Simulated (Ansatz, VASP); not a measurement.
Ru: VASP beside Ansatz

```
CELL_PARAMETERS angstrom
2.72372 0.00000 0.00000
-1.36186 2.35881 0.00000
0.00000 0.00000 4.31026
ATOMIC_POSITIONS crystal
Ru 0.66667 0.33333 0.75000
Ru 0.33333 0.66667 0.25000
```

Alike in both runs: task single point; functional BLYP; dispersion D4; k mesh 11 × 11 × 6; occupations fermi-dirac, width 0.05 eV; no spin polarisation.

```csv
,VASP,Ansatz
version,VASP 6.6.1,Ansatz 0.2.0
potentials or method,"VASP PAW PBE potentials, release 64 (Ru_pv)",Ansatz PAW
plane-wave cutoff (eV),520,420
valence electrons in the cell,28,32
```

Ansatz gave:

| Item | Value |
| --- | --- |
| gap on the k mesh at the Fermi level (eV) | none |
| pressure (GPa) | 0.6 |
| traceless stress, the component that is largest in VASP (GPa) | -0.29 |

Task: What did VASP give for the same quantities?

Result: gap on the k mesh at the Fermi level (eV): none; pressure (GPa): 1.4; traceless stress, the component that is largest in VASP (GPa): -0.22.

VASP's potentials were made for PBE, not for BLYP. A gap of «none» marks a metal or a gap that the smearing closes. VASP's potentials hold 28 valence electrons a cell and Ansatz's 32, so a difference there can come from the potentials and not from the codes.
